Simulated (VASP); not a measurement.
Write the native input for VASP 6.6.1 that does the following.

* Task: single point
* Functional: PBEsol
* Potentials or basis: VASP PAW PBE potentials, release 64 (Sc_sv, Cd)
* Cutoff: 520 eV
* k mesh: 14 × 14 × 14
* Occupations: fermi-dirac, width 0.1 eV
* Spin: no spin polarisation
* Dipole correction: no
* Further INCAR settings: ALGO = Normal; EDIFF = 1e-06; NBANDS = 18

The structure of ScCd lies in POSCAR:

```
ScCd
1.0
    3.3213555173      0.0000000000      0.0000000000
    0.0000000000      3.3213555173      0.0000000000
    0.0000000000      0.0000000000      3.3213555173
Sc Cd
1 1
Direct
    0.5000000000      0.5000000000      0.5000000000
    0.0000000000      0.0000000000      0.0000000000
```

These files were run (other wordings do the same):

INCAR

```
PREC = Accurate
ENCUT = 520
EDIFF = 1E-6
ISMEAR = -1
SIGMA = 0.1
LREAL = F
LASPH = T
NELM = 60
ALGO = Normal
ISIF = 2
LWAVE = F
LCHARG = F
GGA = PS
NBANDS = 18
```

KPOINTS

```
Automatic mesh
0
Gamma
  14 14 14
```

Potentials or basis: VASP PAW PBE potentials, release 64 (Sc_sv, Cd).

Command:

```bash
$ cat potpaw_PBE.64/Sc_sv/POTCAR potpaw_PBE.64/Cd/POTCAR > POTCAR
$ mpirun -np 1 vasp_std > vasp.out
```

It gave:

```yaml
Pressure: 15.3 GPa
```

Caveat: the PAW data sets were made with another functional, which shifts forces and pressure a little.

It took 76 s on 1 thread of Intel Xeon 6975P-C, on a shared host, peak memory 0.22 GiB.
